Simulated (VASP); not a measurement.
# LiMgBN2 (I-4m2) in VASP: a series of runs

Runs on LiMgBN2. Level: PBEsol. Tasks: single point.

All numbers are computed with VASP 6.6.1; they aren't measurements. Logs are shortened: lines on timing, memory, paths and dates and some standing lists are left out, and cuts for length are marked.

## 1. The cell of the first run

It takes space group I-4m2 (No. 119, tetragonal). Conventional cell: a = 4.043 Å, b = 4.043 Å, c = 8.848 Å, α = 90.00°, β = 90.00°, γ = 90.00°. Within 3.0 Å of Li (site symmetry -4m2) lie 4 N at 2.20 Å and 4 Mg at 2.86 Å and 4 B at 3.00 Å. Mg (site symmetry -4m2) has 4 N at 2.20 Å and 4 Li at 2.86 Å and 4 B at 3.00 Å within 3.0 Å. B (site symmetry -4m2) has 2 N at 1.34 Å within 1.8 Å. N (site symmetry 2mm) has 1 B at 1.34 Å within 1.8 Å.

## 2. Single point, PBEsol

Input file INCAR:

```
SYSTEM = LiMgBN2
PREC = Accurate ; ENCUT = 750
EDIFF = 1E-6 ; ISMEAR = 0
SIGMA = 0.05 ; LREAL = .FALSE.
LASPH = .TRUE. ; NELM = 120
ALGO = Normal ; ISIF = 2
LWAVE = .FALSE. ; LCHARG = .FALSE.
GGA = PS ; NBANDS = 17
GGA_COMPAT = .FALSE.
```

Input file KPOINTS:

```
regular mesh
0
G
  8 8 8
  0 0 0
```

Input file POSCAR:

```
LiMgBN2
1.0
   -2.0215500000      2.0215500000      4.4238420579
    2.0215500000     -2.0215500000      4.4238420579
    2.0215500000      2.0215500000     -4.4238420579
Li Mg B N
1 1 1 2
Direct
    0.2500000000      0.7500000000      0.5000000000
    0.7500000000      0.2500000000      0.5000000000
    0.5000000000      0.5000000000      0.0000000000
    0.6517393865      0.6517393865      0.0000000000
    0.3482606135      0.3482606135      0.0000000000
```

Potentials or basis: VASP PAW PBE potentials, release 64 (Li_sv, Mg, B, N).

The run is started by

```console
$ cat potpaw_PBE.64/Li_sv/POTCAR potpaw_PBE.64/Mg/POTCAR potpaw_PBE.64/B/POTCAR potpaw_PBE.64/N/POTCAR > POTCAR
$ mpirun -np 1 vasp_std > vasp.out
```

OUTCAR:

```text
SYSTEM = LiMgBN2
   PREC = Accurate
   ENCUT = 750
   EDIFF = 1E-6
   ISMEAR = 0
   LREAL = .FALSE.
   LASPH = .TRUE.
   NELM = 120
   ISIF = 2
   GGA = PS

 ion  position               nearest neighbor table
   1  0.250  0.750  0.500-   2 2.86   2 2.86   2 2.86   2 2.86
   2  0.750  0.250  0.500-   5 2.20   4 2.20   5 2.20   4 2.20   1 2.86   1 2.86   1 2.86   1 2.86

   3  0.500  0.500  0.000-   4 1.34   5 1.34
   4  0.652  0.652  0.000-   3 1.34   2 2.20   2 2.20
   5  0.348  0.348  0.000-   3 1.34   2 2.20   2 2.20

  LATTYP: Found a body centered tetragonal cell.
 ALAT       =     4.0431000000
 C/A-ratio  =     2.1883416477

  Lattice vectors:

 A1 = (  -2.0215500000,   2.0215500000,   4.4238420579)
 A2 = (   2.0215500000,  -2.0215500000,   4.4238420579)
 A3 = (   2.0215500000,   2.0215500000,  -4.4238420579)

Analysis of symmetry for initial positions (statically):
=====================================================================
 Subroutine PRICEL returns:
 Original cell was already a primitive cell.

 Routine SETGRP: Setting up the symmetry group for a
 body centered tetragonal supercell.

 Subroutine GETGRP returns: Found  8 space group operations
 (whereof  8 operations were pure point group operations)
 out of a pool of 16 trial point group operations.

The static configuration has the point symmetry D_2d.

Analysis of symmetry for dynamics (positions and initial velocities):
=====================================================================
 Subroutine PRICEL returns:
 Original cell was already a primitive cell.

 Routine SETGRP: Setting up the symmetry group for a
 body centered tetragonal supercell.

 Subroutine GETGRP returns: Found  8 space group operations
 (whereof  8 operations were pure point group operations)
 out of a pool of 16 trial point group operations.

The dynamic configuration has the point symmetry D_2d.

 Subroutine INISYM returns: Found  8 space group operations
 (whereof  8 operations are pure point group operations),
 and found     1 'primitive' translations

----------------------------------------------------------------------------------------

                                     Primitive cell

  volume of cell :      72.3150

  direct lattice vectors                    reciprocal lattice vectors
    -2.021550000  2.021550000  4.423842058     0.000000000  0.247334966  0.113023927
     2.021550000 -2.021550000  4.423842058     0.247334966  0.000000000  0.113023927
     2.021550000  2.021550000 -4.423842058     0.247334966  0.247334966  0.000000000

  length of vectors
     5.267229571  5.267229571  5.267229571     0.271935642  0.271935642  0.349784463

  position of ions in fractional coordinates (direct lattice)
     0.250000000  0.750000000  0.500000000
     0.750000000  0.250000000  0.500000000
     0.500000000  0.500000000  0.000000000
     0.651739386  0.651739386  0.000000000
     0.348260614  0.348260614  0.000000000

  ion indices of the primitive-cell ions
   primitive index   ion index
                 1           1
                 2           2
                 3           3
                 4           4
                 5           5

----------------------------------------------------------------------------------------

 KPOINTS: regular mesh

Automatic generation of k-mesh.
 Grid dimensions read from file:
 generate k-points for:    8    8    8

 Generating k-lattice:

  Cartesian coordinates                     Fractional coordinates (reciprocal lattice)
     0.000000000  0.030916871  0.014127991     0.125000000 -0.000000000  0.000000000
     0.030916871  0.000000000  0.014127991    -0.000000000  0.125000000  0.000000000
     0.030916871  0.030916871  0.000000000     0.000000000  0.000000000  0.125000000

  Length of vectors
     0.033991955  0.033991955  0.043723058

  Shift w.r.t. Gamma in fractional coordinates (k-lattice)
     0.000000000  0.000000000  0.000000000

 Subroutine IBZKPT returns following result:
 ===========================================

 Found     59 irreducible k-points:

 Following reciprocal coordinates:
            Coordinates               Weight
  0.000000  0.000000  0.000000      1.000000
  0.125000  0.000000  0.000000      8.000000
  0.250000  0.000000  0.000000      8.000000
  0.375000  0.000000 -0.000000      8.000000
  0.500000  0.000000  0.000000      4.000000
  0.125000  0.125000  0.000000      8.000000
[... 16 lines left out ...]
  0.250000  0.125000  0.125000     16.000000
  0.375000  0.125000  0.125000      8.000000
 [... further k-points ...]
   k-points           NKPTS =     59   k-points in BZ     NKDIM =     59   number of bands    NBANDS=     17
   number of dos      NEDOS =    301   number of ions     NIONS =      5
   total plane-waves  NPLWV = 110592
   dimension x,y,z NGX =    48 NGY =   48 NGZ =   48
   dimension x,y,z NGXF=    96 NGYF=   96 NGZF=   96
   ions per type =               1   1   1   2
   NGX,Y,Z   is equivalent  to a cutoff of  15.15, 15.15, 15.15 a.u.
   NGXF,Y,Z  is equivalent  to a cutoff of  30.30, 30.30, 30.30 a.u.
 SYSTEM =  LiMgBN2
   PREC   = accura    normal or accurate (medium, high low for compatibility)
   ISTART =      0    job   : 0-new  1-cont  2-samecut
   ICHARG =      2    charge: 1-file 2-atom 10-const
   ISPIN  =      1    spin polarized calculation?
   LNONCOLLINEAR =      F non collinear calculations
   LSORBIT =      F    spin-orbit coupling
   LASPH  =      T    aspherical Exc in radial PAW
   ENCUT  =  750.0 eV  55.12 Ry    7.42 a.u.  11.76 11.76 11.76*2*pi/ulx,y,z
   NELM   =    120;   NELMIN=  2; NELMDL= -5     # of ELM steps
   EDIFF  = 0.1E-05   stopping-criterion for ELM
   LREAL  =      F    real-space projection
   EDIFFG = 0.1E-04   stopping-criterion for IOM
   NSW    =      0    number of steps for IOM
   IBRION =     -1    ionic relax: 0-MD 1-quasi-New 2-CG
   NFREE  =      0    steps in history (QN), initial steepest desc. (CG)
   ISIF   =      2    stress and relaxation
   ISYM   =      2    0-nonsym 1-usesym 2-fastsym
   POTIM  = 0.5000    time-step for ionic-motion
   TEBEG  =    0.0;   TEEND  =   0.0 temperature during run
   PSTRESS=    0.0 pullay stress
   NELECT =      18.0000    total number of electrons
   NUPDOWN=      -1.0000    fix difference up-down
   EMIN   =  10.00;   EMAX   =-10.00  energy-range for DOS
   EFERMI =   0.00;   METHOD = LEGACY
   ISMEAR =     0;   SIGMA  =   0.05  broadening in eV -4-tet -1-fermi 0-gaus
   EFERMI_NEDOS =   21; number of points for ismear=-14 and -15
   IALGO  =     38    algorithm
   IMIX   =      4    mixing-type and parameters
     AMIX     =   0.40;   BMIX     =  1.00
     AMIX_MAG =   1.60;   BMIX_MAG =  1.00
  volume/ion in A,a.u.               =      14.46        97.60
  Fermi-wavevector in a.u.,A,eV,Ry     =   1.029808  1.946054 14.429032  1.060504
  Thomas-Fermi vector in A             =   2.163874
   LORBIT       =      0    0 simple, 1 ext, 2 COOP (PROOUT), +10 PAW based schemes
   GGA     = PS    functional components
   LHFCALC =     F    Hartree Fock is set to
   AEXX    =    0.0000 exact exchange contribution
   IVDW    =     0    specifies the selected vdW correction
   LEPSILON=     F    determine dielectric tensor
   LRPA    =     F    only Hartree local field effects (RPA)
 non-spin polarized calculation
 Gauss-broadening in eV      SIGMA  =   0.05
  energy-cutoff  :      750.00
  volume of cell :       72.32
 maximum number of plane-waves:      3400
   NGX = 23   NGY = 23   NGZ = 23

 number of electron      18.0000001 magnetization

 Free energy of the ion-electron system (eV)
  ---------------------------------------------------
  ext. energy  EPLUGINS =         0.00000000
  ---------------------------------------------------
  free energy    TOTEN  =       -32.40359055 eV

  energy without entropy =      -32.40359055  energy(sigma->0) =      -32.40359055

 E-fermi :   0.6137     XC(G=0):  -8.2715

 val. band max:        0.3803100915   @ k =   0.5000   0.5000   0.5000
 cond. band min:       2.4978929338   @ k =   0.0000   0.0000   0.0000
 fundamental gap:      2.1175828423
 Fermi energy:         0.6136668330

 k-point     1 :       0.0000    0.0000    0.0000
  band No.  band energies     occupation
      1     -42.8331      2.00000
      2     -13.7466      2.00000
      3     -12.8037      2.00000
      4      -4.0784      2.00000
      5      -2.0082      2.00000
      6      -1.8191      2.00000
[... 9 lines left out ...]
     16      11.5096      0.00000
     17      11.5097      0.00000

 k-point     2 :       0.1250    0.0000    0.0000
  band No.  band energies     occupation
      1     -42.8331      2.00000
      2     -13.7157      2.00000
      3     -12.8210      2.00000
      4      -4.0526      2.00000
      5      -2.2620      2.00000
      6      -1.9403      2.00000
[... 9 lines left out ...]
     16      11.2642      0.00000
     17      11.3932      0.00000

 k-point     3 :       0.2500    0.0000    0.0000
  band No.  band energies     occupation
      1     -42.8329      2.00000
      2     -13.6353      2.00000
      3     -12.8676      2.00000
      4      -3.9942      2.00000
      5      -2.8381      2.00000
      6      -2.0361      2.00000
[... 9 lines left out ...]
     16      10.4589      0.00000
     17      11.1129      0.00000

 k-point     4 :       0.3750    0.0000   -0.0000
  band No.  band energies     occupation
      1     -42.8328      2.00000
      2     -13.5427      2.00000
      3     -12.9252      2.00000
      4      -3.9385      2.00000
      5      -3.3101      2.00000
      6      -2.0824      2.00000
[... 9 lines left out ...]
     16       9.9178      0.00000
     17      11.6089      0.00000

 k-point     5 :       0.5000    0.0000    0.0000
  band No.  band energies     occupation
      1     -42.8327      2.00000
      2     -13.4986      2.00000
      3     -12.9544      2.00000
      4      -3.9109      2.00000
      5      -3.4930      2.00000
      6      -2.0910      2.00000
[... 9 lines left out ...]
     16       9.4946      0.00000
     17      11.8685      0.00000

 k-point     6 :       0.1250    0.1250    0.0000
  band No.  band energies     occupation
      1     -42.8330      2.00000
      2     -13.6725      2.00000
      3     -12.8527      2.00000
      4      -3.9937      2.00000
      5      -2.5399      2.00000
      6      -2.1278      2.00000
[... 9 lines left out ...]
     16      10.4784      0.00000
     17      11.5766      0.00000

 k-point     7 :       0.2500    0.1250    0.0000
  band No.  band energies     occupation
      1     -42.8329      2.00000
      2     -13.5882      2.00000
      3     -12.9029      2.00000
      4      -3.8976      2.00000
      5      -3.0278      2.00000
      6      -2.2931      2.00000
[... 9 lines left out ...]
     16      10.6186      0.00000
     17      11.5246      0.00000

 k-point     8 :       0.3750    0.1250   -0.0000
  band No.  band energies     occupation
      1     -42.8327      2.00000
      2     -13.5066      2.00000
      3     -12.9472      2.00000
      4      -3.8283      2.00000
      5      -3.4097      2.00000
      6      -2.3304      2.00000
[... 9 lines left out ...]
     16      10.0988      0.00000
     17      11.6734      0.00000
[... 203 lines left out ...]
      1     -42.8324      2.00000
      2     -13.4335      2.00000
      3     -12.9188      2.00000
      4      -3.6842      2.00000
      5      -3.2959      2.00000
      6      -2.7420      2.00000
[... 9 lines left out ...]
     16      10.7301      0.00000
     17      11.1952      0.00000

 k-point    20 :      -0.3750    0.3750    0.0000
  band No.  band energies     occupation
      1     -42.8325      2.00000
      2     -13.4713      2.00000
      3     -12.8960      2.00000
      4      -3.8140      2.00000
      5      -3.0758      2.00000
      6      -2.6612      2.00000
[... 9 lines left out ...]
     16      10.6856      0.00000
     17      10.7189      0.00000

 k-point    21 :       0.5000    0.5000    0.0000
  band No.  band energies     occupation
      1     -42.8324      2.00000
      2     -13.4222      2.00000
      3     -12.9124      2.00000
      4      -3.5114      2.00000
      5      -3.4937      2.00000
      6      -2.6950      2.00000
[... 9 lines left out ...]
     16      10.9868      0.00000
     17      11.2194      0.00000

 k-point    22 :       0.1250    0.1250    0.1250
  band No.  band energies     occupation
      1     -42.8327      2.00000
      2     -13.5678      2.00000
      3     -12.8797      2.00000
      4      -3.9158      2.00000
      5      -2.9198      2.00000
      6      -2.4024      2.00000
[... 9 lines left out ...]
     16      10.2696      0.00000
     17      11.0174      0.00000

 k-point    23 :       0.2500    0.1250    0.1250
  band No.  band energies     occupation
      1     -42.8326      2.00000
      2     -13.4941      2.00000
      3     -12.9161      2.00000
      4      -3.8003      2.00000
      5      -3.2443      2.00000
      6      -2.5705      2.00000
[... 9 lines left out ...]
     16      10.2112      0.00000
     17      11.5193      0.00000

 k-point    24 :       0.3750    0.1250    0.1250
  band No.  band energies     occupation
      1     -42.8325      2.00000
      2     -13.4604      2.00000
      3     -12.9341      2.00000
      4      -3.7320      2.00000
      5      -3.4081      2.00000
      6      -2.6103      2.00000
[... 9 lines left out ...]
     16      10.2523      0.00000
     17      11.6869      0.00000

 [... further k-points ...]
[... 5 lines left out ...]
  --------------------------------------------------------------------------------------
  -------------------------------------------------------------------------------------
  Total       -4.2656809     -4.2656809     -0.8365193      0.0000000     -0.0000000      0.0000000
  in kB      -94.5083899    -94.5083899    -18.5335217      0.0000000     -0.0000000      0.0000000
  external PRESSURE =     -69.1834338 kB  Pullay stress =       0.0000000 kB

 VOLUME and BASIS-vectors are now :
 -----------------------------------------------------------------------------
  energy-cutoff  :      750.00
  volume of cell :       72.32
      direct lattice vectors                 reciprocal lattice vectors
    -2.021550000  2.021550000  4.423842058     0.000000000  0.247334966  0.113023927
     2.021550000 -2.021550000  4.423842058     0.247334966  0.000000000  0.113023927
     2.021550000  2.021550000 -4.423842058     0.247334966  0.247334966  0.000000000

 POSITION                                       TOTAL-FORCE (eV/Angst)
 -----------------------------------------------------------------------------------
      2.02155     -0.00000      2.21192        -0.000000      0.000000      0.000000
     -0.00000      2.02155      2.21192        -0.000000      0.000000      0.000000
      0.00000      0.00000      4.42384        -0.000000      0.000000      0.000000
      0.00000      0.00000      5.76638         0.000000     -0.000000      0.861911
      0.00000      0.00000      3.08130         0.000000     -0.000000     -0.861911
 -----------------------------------------------------------------------------------
    total drift:                               -0.000000      0.000000     -0.000000

  FREE ENERGIE OF THE ION-ELECTRON SYSTEM (eV)
  ---------------------------------------------------
  free  energy   TOTEN  =       -32.4035905492 eV

  energy  without entropy=      -32.4035905492  energy(sigma->0) =      -32.40359055
```

It took 5.9 min on 1 thread of Intel Xeon 8259CL, shared host; peak memory 0.41 GiB.

What came out:

| Property | Result |
| --- | --- |
| Free energy | -32.4036 eV |
| Pressure | -6.9 GPa |
| Largest force | 0.862 eV/Å |
| Band gap on the k mesh | 2.12 eV (least direct gap 3.14 eV) |

Forces in eV/Å, atoms in the order of the input:
```
Li   0.000  0.000  0.000
Mg   0.000  0.000  0.000
B    0.000  0.000  0.000
N    0.000  0.000  0.862
N    0.000  0.000 -0.862
```

Stress tensor (GPa, compression positive):
```
-9.45  0.00  0.00
 0.00 -9.45  0.00
 0.00  0.00 -1.85
```

Caveat: the cell stands under tension; the PAW data sets were made with another functional, which shifts forces and pressure a little.

## 3. Single point, PBEsol

This run uses another cell than the first one, of 14.82 Å³/atom.

Input file INCAR:

```
  PREC = Accurate
  ENCUT = 750
  EDIFF = 1E-6
  ISMEAR = 0
  SIGMA = 0.05
  LREAL = False
  LASPH = True
  NELM = 120
  ALGO = Normal
  ISIF = 2
  LWAVE = False
  LCHARG = True
  GGA = PS
  LELF = True
  LVHAR = True
  NBANDS = 17
  GGA_COMPAT = False
```

Input file KPOINTS:

```
Automatic mesh
0
Gamma
  8 8 8
```

Changes to POSCAR since step 2:

```diff
@@ -2,5 +2,5 @@
 1.0
-   -2.0215500000      2.0215500000      4.4238420579
-    2.0215500000     -2.0215500000      4.4238420579
-    2.0215500000      2.0215500000     -4.4238420579
+   -1.9334000000      1.9334000000      4.9547000000
+    1.9334000000     -1.9334000000      4.9547000000
+    1.9334000000      1.9334000000     -4.9547000000
 Li Mg B N
```

Potentials or basis: VASP PAW PBE potentials, release 64 (Li_sv, Mg, B, N).

The run is started by

```console
$ cat potpaw_PBE.64/Li_sv/POTCAR potpaw_PBE.64/Mg/POTCAR potpaw_PBE.64/B/POTCAR potpaw_PBE.64/N/POTCAR > POTCAR
$ mpirun -np 1 vasp_std > vasp.out
```

It took 7 min on 1 thread of Intel Xeon 8259CL, shared host; peak memory 0.5 GiB.

It converged, with:

| Item | Value |
| --- | --- |
| Free energy | -31.4652 eV |
| Pressure | -17.3 GPa |
| Largest force | 4.477 eV/Å |
| Band gap on the k mesh | 2.14 eV (least direct gap 3.18 eV) |

Forces on the atoms (eV/Å):
```
Li   0.000  0.000  0.000
Mg   0.000  0.000  0.000
B    0.000  0.000  0.000
N    0.000  0.000 -4.477
N    0.000  0.000  4.477
```

Stress tensor (GPa, compression positive):
```
 -5.02   0.00   0.00
  0.00  -5.02   0.00
  0.00   0.00 -41.89
```

Levels at points of the mesh, in eV from the valence-band top:
```
           k point  band 7  band 8  band 9  band 10  band 11  band 12
(0.00, 0.00, 0.00)   -1.53   -1.11   -1.11     2.14     5.29     6.28
(0.50, 0.00, 0.00)   -1.71   -1.26   -0.50     4.33     5.10     5.83
(0.50, 0.50, 0.00)   -2.38   -1.75   -0.54     4.34     4.60     5.36
(0.50, 0.50, 0.50)   -2.22    0.00    0.00     3.45     5.26     5.33
```

Caveat: the cell stands under tension; the PAW data sets were made with another functional, which shifts forces and pressure a little. A k mesh can miss the band edges.
